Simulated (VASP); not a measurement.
## Ti2GaS3: relaxation of cell and atoms with PBE

The system is Ti2GaS3.

```
Ti Ga S
1.0
     3.50000    0.00000    0.00000
    -1.75000    3.03109    0.00000
     0.00000    0.00000   10.57000
Ti Ga S
2 1 3
Direct
  0.00000 0.00000 0.33330
  0.00000 0.00000 0.66670
  0.00000 0.00000 0.00000
  0.33333 0.66667 0.16670
  0.33333 0.66667 0.50000
  0.33333 0.66667 0.83330
```

```
Program                : VASP 6.6.1
Task                   : relaxation of cell and atoms
Functional             : PBE
Potentials or basis    : VASP PAW PBE potentials, release 64 (Ti_sv, Ga_d, S)
Cutoff                 : 600 eV
k mesh                 : 5 × 5 × 2
Occupations            : gaussian, width 0.2 eV
Spin                   : collinear spin
Starting moments       : [1.0, 1.0, 0.0, 0.0, 0.0, 0.0] μB
Dipole correction      : no
Further INCAR settings : ALGO = Normal; EDIFF = 1e-07; IBRION = 2; EDIFFG = -0.08; NSW = 36; ISIF = 3
```

- Relaxed volume: 17.42 Å³/atom
- Relaxed cell: a = 3.327 Å, b = 3.327 Å, c = 10.904 Å, α = 90.00°, β = 90.00°, γ = 120.00°
- Space group after relaxing (to 0.1 Å): P-6m2 (No. 187)
- Energy gained by relaxing: 247.6 meV/atom
- Ionic steps: 10
- Pressure after relaxing: -0.2 GPa
- Largest force after relaxing: 0.061 eV/Å
- Net moment: 0.00 μB per cell
- Valence electrons inside the program's atomic spheres: Ti 10.24; Ga 11.39; S 3.73, 3.76 (each value once)

Forces in eV/Å, atoms in the order of the input:
```
Ti   0.000  0.000  0.060
Ti   0.000  0.000 -0.060
Ga   0.000  0.000  0.000
S    0.000  0.000 -0.061
S    0.000  0.000  0.000
S    0.000  0.000  0.061
```

Stress tensor (GPa, compression positive):
```
-0.38  0.00  0.00
 0.00 -0.38  0.00
 0.00  0.00  0.27
```

Step by step:
| step | energy change (eV) | largest force (eV/Å) | pressure (GPa) | volume (Å³) |
| --- | --- | --- | --- | --- |
| 1 | 0.0000 | 2.1748 | -10.84 | 112.14 |
| 2 | -0.7991 | 0.9351 | 6.06 | 92.81 |
| 3 | -0.8498 | 1.0923 | 1.72 | 96.08 |
| 4 | -1.0257 | 0.8552 | 1.92 | 96.72 |
| 5 | -1.3196 | 0.2548 | 3.26 | 98.63 |
| 6 | -1.3405 | 0.5149 | 3.98 | 99.33 |
| 7 | -1.4522 | 0.4727 | -1.00 | 104.90 |
| 8 | -1.4527 | 0.4687 | -1.30 | 105.30 |
| 9 | -1.4831 | 0.0908 | -0.50 | 104.76 |
| 10 | -1.4859 | 0.0610 | -0.16 | 104.55 |

Final structure:
```xyz
6
Lattice="3.3273 0.0000 0.0000 -1.6637 2.8816 0.0000 0.0000 0.0000 10.9042" Properties=species:S:1:pos:R:3 pbc="T T T"
Ti    0.0000    0.0000    3.8117
Ti    0.0000    0.0000    7.0924
Ga   -1.6637    2.8816    0.0000
S     0.0000    1.9210    2.3298
S     0.0000    1.9210    5.4521
S     0.0000    1.9210    8.5744
```

Levels at points of the mesh, in eV from the Fermi level:
Spin up:
| k point | band 23 | band 24 | band 25 | band 26 | band 27 | band 28 | band 29 | band 30 | band 31 | band 32 |
| --- | --- | --- | --- | --- | --- | --- | --- | --- | --- | --- |
| (0.00, 0.00, 0.00) | -1.85 | -1.85 | -1.72 | -1.72 | 0.66 | 0.66 | 0.68 | 1.18 | 2.08 | 2.08 |
| (0.00, 0.00, 0.50) | -1.86 | -1.71 | -1.71 | -0.92 | -0.28 | 0.65 | 0.65 | 1.56 | 2.11 | 2.11 |
Spin down:
```tsv
k point	band 25	band 26	band 27	band 28	band 29	band 30
(0.00, 0.00, 0.00)	-1.72	-1.72	0.66	0.66	0.68	1.18
(0.00, 0.00, 0.50)	-1.71	-0.92	-0.28	0.65	0.65	1.56
```

Wall time 11 min on 1 thread of AMD EPYC 9R45 (Zen 5) (shared host), peak memory 0.32 GiB.

Caveat: the k points lie up to 0.44 Å⁻¹ apart in the final cell; the relaxation stopped at a loose force limit of 0.08 eV/Å, so its end isn't a converged minimum.
